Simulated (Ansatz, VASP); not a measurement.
**One calculation of TaN, two programs**

The input INCAR:

```
ALGO     = Normal         # electronic algorithm
EDIFF    = 1E-6           # SCF threshold, eV
ENCUT    = 520            # plane-wave cutoff, eV
GGA      = PE             # functional
ISIF     = 2              # what is computed and relaxed
ISMEAR   = 0              # smearing method
LASPH    = True           # aspherical terms in the spheres
LCHARG   = False          # write CHGCAR
LREAL    = False          # projectors in reciprocal space
LWAVE    = False          # write WAVECAR
NBANDS   = 15             # bands
NELM     = 100            # most SCF steps
PREC     = Accurate       # precision mode
SIGMA    = 0.15           # smearing width, eV
```

KPOINTS

```
k-points
0
Gamma
  24 24 24
```

POSCAR

```
TaN
1.0
    0.0000000000      2.1258109744      2.2086347786
    2.2086347786      0.0000000000      2.2086347786
    2.2086347786      2.1258109744      0.0000000000
Ta N
1 1
Direct
    0.5000000000      0.5000000000      0.5000000000
    0.0000000000      0.0000000000      0.0000000000
```

Input for Ansatz:

```yaml
crystal:
  lattice:
    - [0.0, 2.1258109744, 2.2086347786]
    - [2.2086347786, 0.0, 2.2086347786]
    - [2.2086347786, 2.1258109744, 0.0]
  atoms:
    - { symbol: Ta, position: [0.5, 0.5, 0.5] }
    - { symbol: "N", position: [0.0, 0.0, 0.0] }
basis:
  ecutwfc: 420
kpoints:
  mp_grid: { grid: [24, 24, 24] }
hamiltonian:
  xc: pbe
scf:
  occupations: { method: gaussian, width: 0.15 }
output:
  forces: true
  stress: true
  eigenvalues: true
```

Change from the starting cell: strain -0.0375 x Voigt [0, 1, 0, 0, 0, 0], atoms carried along.

Alike in both runs: task single point; functional PBE; k mesh 24 × 24 × 24; occupations gaussian, width 0.15 eV; no spin polarisation.

|  | VASP | Ansatz |
| --- | --- | --- |
| version | VASP 6.6.1 | Ansatz 0.2.0 |
| potentials or method | VASP PAW PBE potentials, release 64 (Ta_pv, N), cutoff 520 eV | scalar-relativistic, plane waves, PAW |
| valence electrons in the cell | 16 | 18 |

|  | VASP | Ansatz | Ansatz less VASP |
| --- | --- | --- | --- |
| gap on the k mesh at the Fermi level (eV) | none | none | - |
| pressure (GPa) | 15.9 | 15.0 | -0.96 |
| traceless stress, the component that is largest in VASP (GPa) | 18.83 | 18.68 | -0.142 |

A gap of «none» marks a metal or a gap that the smearing closes. VASP's potentials hold 16 valence electrons a cell and Ansatz's 18, so a difference there can come from the potentials and not from the codes.

Neither program's run includes spin-orbit coupling.
